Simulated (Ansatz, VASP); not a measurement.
# One calculation of LiF, two programs

```
Li F
1.0
     0.00012   -0.00001   -4.85312
     0.00082    4.86324    2.42656
     5.59403    0.00100   -0.00017
Li F
6 6
Direct
  0.21134 0.81283 0.33913
  0.39846 0.18715 0.66087
  0.89861 0.18743 0.33925
  0.71121 0.81260 0.66078
  0.05492 0.49982 0.84260
  0.55512 0.50017 0.15738
  0.10079 0.81173 0.67389
  0.28907 0.18828 0.32610
  0.78896 0.18801 0.67398
  0.60093 0.81198 0.32601
  0.94539 0.50015 0.16702
  0.44519 0.49984 0.83299
```

Change from the starting cell: cell x1, atoms moved at random (sigma 0.1 Å) and cell strained at random (1.5 %), then relaxed without symmetry.

Alike in both runs: functional PBE; k mesh 4 × 4 × 4; occupations gaussian, width 0.1 eV; no spin polarisation.

Ansatz relaxed the structure, and its values are those at the end. VASP's run is a single point on that final structure, the one shown.

|  | VASP | Ansatz |
| --- | --- | --- |
| version | VASP 6.6.1 | Ansatz 0.2.0 |
| potentials or method | VASP PAW PBE potentials, release 64 (Li_sv, F), cutoff 520 eV | scalar-relativistic, plane waves, PAW |
| valence electrons in the cell | 60 | 60 |

```csv
,VASP,Ansatz,Ansatz less VASP
gap on the k mesh at the Fermi level (eV),7.23,7.24,+0.009
least direct gap on the mesh (eV),7.23,7.24,+0.009
```

With one functional, cell and mesh, what is left measures potentials, basis and numerics.

Noted on VASP's run: the cutoff is short for stress, so the pressure is rough.
